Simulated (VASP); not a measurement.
Runs of VASP 6.6.1 on Au. The structure is that of space group Fm-3m (No. 225), or close to it. The cells are those of the table. 

```csv
task,cell,k mesh,cutoff (eV),smearing,gap on the mesh (eV),pressure (GPa),relaxed volume (Å³/atom)
single point,"a = 2.911 Å, angles 60.0°, 1 atom",8 × 8 × 8,520,gaussian 0.1 eV,none,(a),-
single point,"a = 2.862 Å, angles 60.0°, 1 atom",18 × 18 × 18,520,fermi-dirac 0.15 eV,none,0.5,-
relaxation of cell and atoms,"relaxed from a = 2.862 Å, angles 60.0°, 1 atom",18 × 18 × 18,600,fermi-dirac 0.15 eV,none,0.0,16.63
single point,"a = 2.862 Å, angles 60.0°, 1 atom",14 × 14 × 14,520,gaussian 0.1 eV,none,0.6,-
relaxation of cell and atoms,"relaxed from a = 2.911 Å, angles 60.0°, 1 atom",14 × 14 × 14,600,gaussian 0.1 eV,none,0.0,16.63
```

Alike in all rows: level LDA; potentials or basis VASP PAW LDA potentials, release 64 (Au); no spin polarisation.

Q: Fill in the values left out.

A: (a) -7.3.

Caveats: spin-orbit coupling is left out, which moves the levels of the heavy elements.

A k mesh can miss the band edges, and the runs leave out spin-orbit coupling on Au.

A gap of «none» marks levels without a gap at the run's occupations.
